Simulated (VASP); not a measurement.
Ba, 1 atom in the cell. It takes space group Pm-3m (No. 221, cubic). The conventional cell has a = 3.858 Å, b = 3.858 Å, c = 3.858 Å, α = 90.00°, β = 90.00°, γ = 90.00°. Within 5.1 Å of Ba (site symmetry m-3m) lie 6 Ba at 3.86 Å. This isn't the form of Ba at room conditions, which is bcc.

- Program: VASP 6.6.1
- Task: single point
- Functional: PBEsol
- Potentials or basis: VASP PAW PBE potentials, release 64 (Ba_sv)
- Cutoff: 520 eV
- k mesh: 9 × 9 × 9
- Occupations: fermi-dirac, width 0.1 eV
- Spin: no spin polarisation
- Dipole correction: no
- Further INCAR settings: ALGO = Normal; EDIFF = 1e-07; NBANDS = 11

Potentials or basis: VASP PAW PBE potentials, release 64 (Ba_sv).

Command:

```console
$ cat potpaw_PBE.64/Ba_sv/POTCAR > POTCAR
$ mpirun -np 1 vasp_std > vasp.out
```

Hardware: 1 thread of Intel(R) Xeon(R) 6975P-C (Granite Rapids) (shared host).

Task: How long does it take, and how much memory?

Result: Run time: 9 s on 1 thread of Intel(R) Xeon(R) 6975P-C (Granite Rapids), with other jobs on the host, peak memory 0.17 GiB. Counts: scf iterations 13, k points 35.
